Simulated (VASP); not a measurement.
Wanted: the native input for a VASP 6.6.1 run.

- Task: single point
- Functional: r2SCAN
- Potentials or basis: VASP PAW PBE potentials, release 64 (Al, Ga_d, P)
- Cutoff: 520 eV
- k mesh: 12 × 12 × 4
- Occupations: fermi-dirac, width 0.02 eV
- Spin: no spin polarisation
- Dipole correction: no
- Further INCAR settings: ALGO = Normal; EDIFF = 1e-06; NBANDS = 26

Crystal: Al2GaP3.

```
Al Ga P
1.0
     3.86831    0.00000    0.00000
    -1.93415    3.35005    0.00000
     0.00000    0.00000    9.47384
Al Ga P
2 1 3
Cartesian
  0.0000 0.0000 0.0018
  1.9342 1.1167 6.3107
  0.0000 2.2334 3.1596
  1.9342 1.1167 8.6852
  0.0000 2.2334 5.5256
  0.0000 0.0000 2.3702
```

The input as run:

POSCAR

```
Al2GaP3
1.0
    3.8683053872      0.0000000000      0.0000000000
   -1.9341526936      3.3500507349      0.0000000000
    0.0000000000      0.0000000000      9.4738387529
Al Ga P
2 1 3
Direct
    0.0000000000      0.0000000000      0.0001897726
    0.6666666667      0.3333333333      0.6661207214
    0.3333333333      0.6666666667      0.3335090937
    0.6666666667      0.3333333333      0.9167540548
    0.3333333333      0.6666666667      0.5832435781
    0.0000000000      0.0000000000      0.2501827795
```

INCAR.step1

```
ALGO = Normal
EDIFF = 1E-4
ENCUT = 520
GGA = PE
ISMEAR = -1
LASPH = True
LCHARG = False
LREAL = False
LWAVE = True
NBANDS = 26
NELM = 60
PREC = Accurate
SIGMA = 0.02
```

INCAR.step2

```
ALGO = Normal
EDIFF = 1E-6
ENCUT = 520
ISIF = 2
ISMEAR = -1
ISTART = 1
LASPH = True
LCHARG = False
LMIXTAU = True
LREAL = False
LWAVE = False
METAGGA = R2SCAN
NBANDS = 26
NELM = 60
PREC = Accurate
SIGMA = 0.02
```

KPOINTS

```
k-points
0
Gamma
  12 12 4
```

Potentials or basis: VASP PAW PBE potentials, release 64 (Al, Ga_d, P).

Run with:

```bash
$ cat potpaw_PBE.64/Al/POTCAR potpaw_PBE.64/Ga_d/POTCAR potpaw_PBE.64/P/POTCAR > POTCAR
$ cp INCAR.step1 INCAR
$ mpirun -np 1 vasp_std > vasp.out
$ cp INCAR.step2 INCAR
$ mpirun -np 1 vasp_std > vasp.out
```

Results of the run:

| Quantity | Value |
| --- | --- |
| Pressure | -0.2 GPa |
| Largest force | 0.025 eV/Å |
| Band gap on the k mesh | 1.88 eV (least direct gap 2.52 eV) |

Caveat: the PAW data sets were made with another functional, which shifts forces and pressure a little.

It took 13 min on 1 thread of Intel(R) Xeon(R) Platinum 8259CL CPU @ 2.50GHz (Skylake/Cascade Lake), with other jobs on the host, peak memory 0.4 GiB.
